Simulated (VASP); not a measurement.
# CdS (P6_3mc) in VASP: single point with PBE

Aim: the single point of CdS with PBE.

All numbers are computed with VASP 6.6.1; they aren't measurements. Logs are shortened: lines on timing, memory, paths and dates and some standing lists are left out, and cuts for length are marked.

### Step 1. The cell of the first run

It takes space group P6_3mc (No. 186, hexagonal). Conventional cell: a = 4.164 Å, b = 4.164 Å, c = 6.768 Å, α = 90.00°, β = 90.00°, γ = 120.00°. Cd (site symmetry 3m) has 4 S at 2.54 to 2.55 Å within 3.4 Å. S (site symmetry 3m) has 4 Cd at 2.54 to 2.55 Å within 3.4 Å.

### Step 2. Single point, PBE

INCAR reads:

```
SYSTEM = CdS
PREC = Accurate ; ENCUT = 520
EDIFF = 1E-7 ; ISMEAR = 0
SIGMA = 0.01 ; LREAL = Auto
LASPH = .True. ; NELM = 80
ALGO = Normal ; ISIF = 2
LWAVE = .False. ; LCHARG = .False.
GGA = PE ; NBANDS = 166
ISYM = 0
```

KPOINTS reads:

```
Automatic mesh
0
Gamma
  2 2 2
  0.5 0.5 0.5
```

POSCAR reads:

```
CdS
1.0
    8.3277842477     -0.0000000577      0.0000000000
   -4.1638920739      7.2120727445      0.0000000000
    0.0000000000      0.0000000000     13.5350132752
Cd S
16 16
Direct
    0.3333333334      0.1666666666      0.2500526156
    0.1666666666      0.3333333334      0.0000526156
    0.3333333334      0.1666666666      0.7500526156
    0.1666666666      0.3333333334      0.5000526156
    0.3333333334      0.6666666666      0.2500526156
    0.1666666666      0.8333333333      0.0000526156
    0.3333333334      0.6666666666      0.7500526156
    0.1666666666      0.8333333333      0.5000526156
    0.8333333333      0.1666666666      0.2500526156
    0.6666666666      0.3333333334      0.0000526156
    0.8333333333      0.1666666666      0.7500526156
    0.6666666666      0.3333333334      0.5000526156
    0.8333333333      0.6666666666      0.2500526156
    0.6666666666      0.8333333333      0.0000526156
    0.8333333333      0.6666666666      0.7500526156
    0.6666666666      0.8333333333      0.5000526156
    0.3333333334      0.1666666666      0.4384473844
    0.1666666666      0.3333333334      0.1884473844
    0.3333333334      0.1666666666      0.9384473844
    0.1666666666      0.3333333334      0.6884473844
    0.3333333334      0.6666666666      0.4384473844
    0.1666666666      0.8333333333      0.1884473844
    0.3333333334      0.6666666666      0.9384473844
    0.1666666666      0.8333333333      0.6884473844
    0.8333333333      0.1666666666      0.4384473844
    0.6666666666      0.3333333334      0.1884473844
    0.8333333333      0.1666666666      0.9384473844
    0.6666666666      0.3333333334      0.6884473844
    0.8333333333      0.6666666666      0.4384473844
    0.6666666666      0.8333333333      0.1884473844
    0.8333333333      0.6666666666      0.9384473844
    0.6666666666      0.8333333333      0.6884473844
```

Potentials or basis: VASP PAW PBE potentials, release 64 (Cd, S).

Run with:

```bash
$ cat potpaw_PBE.64/Cd/POTCAR potpaw_PBE.64/S/POTCAR > POTCAR
$ mpirun -np 1 vasp_std > vasp.out
```

OUTCAR:

```text
SYSTEM = CdS
   PREC = Accurate
   ENCUT = 520
   EDIFF = 1E-7
   ISMEAR = 0
   LREAL = Auto
   LASPH = .True.
   NELM = 80
   ISIF = 2
   GGA = PE
   ISYM = 0

 ion  position               nearest neighbor table
   1  0.333  0.167  0.250-  26 2.54  22 2.54  18 2.54  17 2.55
   2  0.167  0.333  0.000-  23 2.54  27 2.54  19 2.54  18 2.55
   3  0.333  0.167  0.750-  28 2.54  24 2.54  20 2.54  19 2.55
   4  0.167  0.333  0.500-  21 2.54  25 2.54  17 2.54  20 2.55
   5  0.333  0.667  0.250-  18 2.54  30 2.54  22 2.54  21 2.55
   6  0.167  0.833  0.000-  19 2.54  31 2.54  23 2.54  22 2.55
[... 24 lines left out ...]
  31  0.833  0.667  0.938-  10 2.54   6 2.54  14 2.54  15 2.55
  32  0.667  0.833  0.688-   7 2.54  11 2.54  15 2.54  16 2.55

IMPORTANT INFORMATION: All symmetrisations will be switched off!
NOSYMM: (Re-)initialisation of all symmetry stuff for point group C_1.

----------------------------------------------------------------------------------------

                                     Primitive cell

  volume of cell :     812.9208

  direct lattice vectors                    reciprocal lattice vectors
     8.327784248 -0.000000058  0.000000000     0.120079961  0.069328196  0.000000000
    -4.163892074  7.212072745  0.000000000     0.000000001  0.138656395  0.000000000
     0.000000000  0.000000000 13.535013275     0.000000000  0.000000000  0.073882454

  length of vectors
     8.327784248  8.327784248 13.535013275     0.138656395  0.138656395  0.073882454

  position of ions in fractional coordinates (direct lattice)
     0.333333333  0.166666667  0.250052616
     0.166666667  0.333333333  0.000052616
     0.333333333  0.166666667  0.750052616
     0.166666667  0.333333333  0.500052616
     0.333333333  0.666666667  0.250052616
     0.166666667  0.833333333  0.000052616
[... 24 lines left out ...]
     0.833333333  0.666666667  0.938447384
     0.666666667  0.833333333  0.688447384

  ion indices of the primitive-cell ions
   primitive index   ion index
                 1           1
                 2           2
                 3           3
                 4           4
                 5           5
                 6           6
[... 24 lines left out ...]
                31          31
                32          32

----------------------------------------------------------------------------------------

 KPOINTS: Automatic mesh

Automatic generation of k-mesh.
 Grid dimensions read from file:
 generate k-points for:    2    2    2
[... 55 lines left out ...]
   IBRION =     -1    ionic relax: 0-MD 1-quasi-New 2-CG
   NFREE  =      0    steps in history (QN), initial steepest desc. (CG)
   ISIF   =      2    stress and relaxation
   ISYM   =      0    0-nonsym 1-usesym 2-fastsym
   POTIM  = 0.5000    time-step for ionic-motion
   TEBEG  =    0.0;   TEEND  =   0.0 temperature during run
   PSTRESS=    0.0 pullay stress
   NELECT =     288.0000    total number of electrons
   NUPDOWN=      -1.0000    fix difference up-down
   EMIN   =  10.00;   EMAX   =-10.00  energy-range for DOS
   EFERMI =   0.00;   METHOD = LEGACY
   ISMEAR =     0;   SIGMA  =   0.01  broadening in eV -4-tet -1-fermi 0-gaus
   EFERMI_NEDOS =   21; number of points for ismear=-14 and -15
   IALGO  =     38    algorithm
   IMIX   =      4    mixing-type and parameters
     AMIX     =   0.40;   BMIX     =  1.00
     AMIX_MAG =   1.60;   BMIX_MAG =  1.00
  volume/ion in A,a.u.               =      25.40       171.43
  Fermi-wavevector in a.u.,A,eV,Ry     =   1.158394  2.189047 18.257336  1.341876
  Thomas-Fermi vector in A             =   2.294996
   LORBIT       =      0    0 simple, 1 ext, 2 COOP (PROOUT), +10 PAW based schemes
   GGA     = PE    functional components
   LHFCALC =     F    Hartree Fock is set to
   AEXX    =    0.0000 exact exchange contribution
   IVDW    =     0    specifies the selected vdW correction
   LEPSILON=     F    determine dielectric tensor
   LRPA    =     F    only Hartree local field effects (RPA)
 non-spin polarized calculation
 Gauss-broadening in eV      SIGMA  =   0.01
  energy-cutoff  :      520.00
  volume of cell :      812.92
 maximum number of plane-waves:     21888
 NGX is ok and might be reduce to    64
   NGX = 31   NGY = 31   NGZ = 51

 number of electron     288.0000045 magnetization

 Free energy of the ion-electron system (eV)
  ---------------------------------------------------
  ext. energy  EPLUGINS =         0.00000000
  ---------------------------------------------------
  free energy    TOTEN  =       -98.36599807 eV

  energy without entropy =      -98.36599807  energy(sigma->0) =      -98.36599807

 E-fermi :   1.0510     XC(G=0):  -9.0344

 val. band max:        0.9671744098   @ k =  -0.2500  -0.0000   0.2500
 cond. band min:       3.2402972569   @ k =   0.0000  -0.2500   0.2500
 fundamental gap:      2.2731228471
 Fermi energy:         1.0510047945

 k-point     1 :       0.2500    0.2500    0.2500
  band No.  band energies     occupation
      1     -10.9644      2.00000
      2     -10.8718      2.00000
      3     -10.8279      2.00000
      4     -10.8279      2.00000
      5     -10.7599      2.00000
      6     -10.7599      2.00000
[... 1897 lines left out ...]
    155       5.0218      0.00000
    156       5.0984      0.00000
 [bands above 156 left out]

------------------------ aborting loop because EDIFF is reached ----------------------------------------

  FORCE on cell =-STRESS in cart. coord.  units (eV):
  Direction    XX          YY          ZZ          XY          YZ          ZX
  --------------------------------------------------------------------------------------
  -------------------------------------------------------------------------------------
  Total        8.2811577      8.2810879      9.0817043     -0.0000847     -0.0000021      0.0000008
  in kB       16.3212490     16.3211115     17.8990380     -0.0001669     -0.0000042      0.0000017
  external PRESSURE =      16.8471328 kB  Pullay stress =       0.0000000 kB

 VOLUME and BASIS-vectors are now :
 -----------------------------------------------------------------------------
  energy-cutoff  :      520.00
  volume of cell :      812.92
      direct lattice vectors                 reciprocal lattice vectors
     8.327784248 -0.000000058  0.000000000     0.120079961  0.069328196  0.000000000
    -4.163892074  7.212072745  0.000000000     0.000000001  0.138656395  0.000000000
     0.000000000  0.000000000 13.535013275     0.000000000  0.000000000  0.073882454

 POSITION                                       TOTAL-FORCE (eV/Angst)
 -----------------------------------------------------------------------------------
      2.08195      1.20201      3.38447        -0.000001      0.000001     -0.004119
      0.00000      2.40402      0.00071        -0.000002     -0.000003     -0.004122
      2.08195      1.20201     10.15197         0.000001      0.000001     -0.004118
      0.00000      2.40402      6.76822        -0.000002     -0.000003     -0.004118
      0.00000      4.80805      3.38447         0.000000      0.000004     -0.004125
     -2.08195      6.01006      0.00071         0.000002     -0.000003     -0.004118
[... 24 lines left out ...]
      4.16389      4.80805     12.70190         0.000001     -0.000000      0.004119
      2.08195      6.01006      9.31814         0.000000      0.000002      0.004120
 -----------------------------------------------------------------------------------
    total drift:                                0.000000     -0.000023     -0.029455

  FREE ENERGIE OF THE ION-ELECTRON SYSTEM (eV)
  ---------------------------------------------------
  free  energy   TOTEN  =       -98.3659980697 eV

  energy  without entropy=      -98.3659980697  energy(sigma->0) =      -98.36599807
```

OSZICAR:

```text
N       E                     dE             d eps       ncg     rms          rms(c)
DAV:   1     0.217455551263E+04    0.21746E+04   -0.13953E+05  4024   0.160E+03
[... 21 lines left out ...]
DAV:  23    -0.983663797272E+02    0.66096E-03   -0.74532E-04  4624   0.662E-02    0.409E-01
DAV:  24    -0.983660855060E+02    0.29422E-03   -0.50491E-04  4944   0.475E-02    0.226E-01
DAV:  25    -0.983660097401E+02    0.75766E-04   -0.15051E-04  4976   0.249E-02    0.102E-01
DAV:  26    -0.983659969446E+02    0.12795E-04   -0.60392E-05  4784   0.157E-02    0.222E-02
DAV:  27    -0.983659977985E+02   -0.85382E-06   -0.58674E-06  4608   0.551E-03    0.798E-03
DAV:  28    -0.983659980667E+02   -0.26825E-06   -0.88431E-08  2560   0.813E-04    0.629E-03
DAV:  29    -0.983659980697E+02   -0.29795E-08   -0.50877E-08  2400   0.571E-04
   1 F= -.98365998E+02 E0= -.98365998E+02  d E =-.851427E-33
```

stdout:

```text
POSCAR found type information on POSCAR CdS
 POSCAR found :  2 types and      32 ions
 scaLAPACK will be used
 LDA part: xc-table for (Slater+PW92), standard interpolation
 POSCAR, INCAR and KPOINTS ok, starting setup
 FFT: planning ... GRIDC
 FFT: planning ... GRID_SOFT
 FFT: planning ... GRID
 WAVECAR not read
 entering main loop
```

It took 70 min on 1 thread of Intel Xeon Platinum 8559C (Emerald Rapids), shared host; peak memory 1.4 GiB.

Results:

```yaml
Free_energy: -98.3660 eV
Pressure: 1.7 GPa
Largest_force: 0.004 eV/Å
Band_gap_on_the_k_mesh: 2.27 eV
```

Forces in eV/Å, atoms in the order of the input:
```
Cd   0.000  0.000 -0.004
Cd   0.000  0.000 -0.004
Cd   0.000  0.000 -0.004
Cd   0.000  0.000 -0.004
Cd   0.000  0.000 -0.004
Cd   0.000  0.000 -0.004
Cd   0.000  0.000 -0.004
Cd   0.000  0.000 -0.004
Cd   0.000  0.000 -0.004
Cd   0.000  0.000 -0.004
Cd   0.000  0.000 -0.004
Cd   0.000  0.000 -0.004
Cd   0.000  0.000 -0.004
Cd   0.000  0.000 -0.004
Cd   0.000  0.000 -0.004
Cd   0.000  0.000 -0.004
S    0.000  0.000  0.004
S    0.000  0.000  0.004
S    0.000  0.000  0.004
S    0.000  0.000  0.004
S    0.000  0.000  0.004
S    0.000  0.000  0.004
S    0.000  0.000  0.004
S    0.000  0.000  0.004
S    0.000  0.000  0.004
S    0.000  0.000  0.004
S    0.000  0.000  0.004
S    0.000  0.000  0.004
S    0.000  0.000  0.004
S    0.000  0.000  0.004
S    0.000  0.000  0.004
S    0.000  0.000  0.004
```

Stress tensor (GPa, compression positive):
```
1.63 0.00 0.00
0.00 1.63 0.00
0.00 0.00 1.79
```

Levels at points of the mesh, in eV from the valence-band top:
```csv
k point,band 141,band 142,band 143,band 144,band 145,band 146,band 147,band 148
"(0.25, 0.25, 0.25)",-0.58,-0.54,-0.27,-0.25,2.98,3.62,3.71,3.71
```

Caveat: a shifted mesh leaves out Γ, where band edges can lie. A k mesh can miss the band edges.
